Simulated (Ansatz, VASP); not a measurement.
# Al4CoNi3 in VASP and in Ansatz

INCAR

```
SYSTEM = Al4CoNi3
  PREC = Accurate
  ENCUT = 600
  EDIFF = 1E-7
  ISMEAR = 0
  SIGMA = 0.1
  LREAL = .FALSE.
  LASPH = .TRUE.
  NELM = 150
  ALGO = Normal
  ISIF = 3
  LWAVE = .FALSE.
  LCHARG = .FALSE.
  ISPIN = 2
  MAGMOM = 0 0 0 0 3 2 2 2
  LORBIT = 11
  LMAXMIX = 4
  GGA = PE
  IBRION = 2
  NSW = 90
  EDIFFG = -0.04
```

KPOINTS

```
Automatic mesh
0
G
  4 4 4
  0 0 0
```

POSCAR

```
Al4CoNi3
1.0
    4.1773183500      0.0000000000      0.0000000000
    0.0000000000      4.1773183500      0.0000000000
    0.0000000000      0.0000000000      5.9076202700
Al Co Ni
4 1 3
Direct
    0.0000000000      0.5000000000      0.7500000000
    0.0000000000      0.5000000000      0.2500000000
    0.5000000000      0.0000000000      0.7500000000
    0.5000000000      0.0000000000      0.2500000000
    0.5000000000      0.5000000000      0.5000000000
    0.0000000000      0.0000000000      0.0000000000
    0.0000000000      0.0000000000      0.5000000000
    0.5000000000      0.5000000000      0.0000000000
```

Input for Ansatz:

```yaml
crystal:
  lattice:
    - [4.17731835, 0.0, 0.0]
    - [0.0, 4.17731835, 0.0]
    - [0.0, 0.0, 5.90762027]
  atoms:
    - { symbol: Al, position: [0.0, 0.5, 0.75] }
    - { symbol: Al, position: [0.0, 0.5, 0.25] }
    - { symbol: Al, position: [0.5, 0.0, 0.75] }
    - { symbol: Al, position: [0.5, 0.0, 0.25] }
    - { symbol: Co, position: [0.5, 0.5, 0.5], spin: 3.0 }
    - { symbol: Ni, position: [0.0, 0.0, 0.0], spin: 2.0 }
    - { symbol: Ni, position: [0.0, 0.0, 0.5], spin: 2.0 }
    - { symbol: Ni, position: [0.5, 0.5, 0.0], spin: 2.0 }
basis:
  ecutwfc: 420
kpoints:
  mp_grid: { grid: [4, 4, 4] }
hamiltonian:
  xc: pbe
scf:
  occupations: { method: gaussian, width: 0.1 }
  lower_state_search: "off"
output:
  forces: true
  stress: true
  eigenvalues: true
  populations: true
magnetization:
  spin_polarized: true
relax:
  adjacent_minimum: "off"
  f_tol: 0.04
  max_steps: 70
  cell: { stress_tol: 0.4 }
```

Alike in both runs: task relaxation of cell and atoms; functional PBE; k mesh 4 × 4 × 4; occupations gaussian, width 0.1 eV; collinear spin.

|  | VASP | Ansatz |
| --- | --- | --- |
| version | VASP 6.6.1 | Ansatz 0.2.0 |
| potentials or method | VASP PAW PBE potentials, release 64 (Al, Co, Ni), cutoff 600 eV | scalar-relativistic, plane waves, PAW |
| valence electrons in the cell | 51 | 83 |

Ansatz gave:

* gap on the k mesh at the Fermi level, each at its own relaxed structure (eV): none
* net moment per atom (μB): 0.20
* size of the moment on the site where the two differ most (μB): 0.29
* relaxed volume (Å³/atom): 12.05
* relaxed cell length with the largest relative difference (Å): 5.751

Task: Estimate VASP's values.

Result: gap on the k mesh at the Fermi level, each at its own relaxed structure (eV): none; net moment per atom (μB): 0.20; size of the moment on the site where the two differ most (μB): 0.27; relaxed volume (Å³/atom): 12.05; relaxed cell length with the largest relative difference (Å): 5.762.

Site moments also hang on the region over which each program counts them. A gap of «none» marks a metal or a gap that the smearing closes. VASP's potentials hold 51 valence electrons a cell and Ansatz's 83, so a difference there can come from the potentials and not from the codes.

The k mesh is coarse, so the values compare programs but aren't converged.
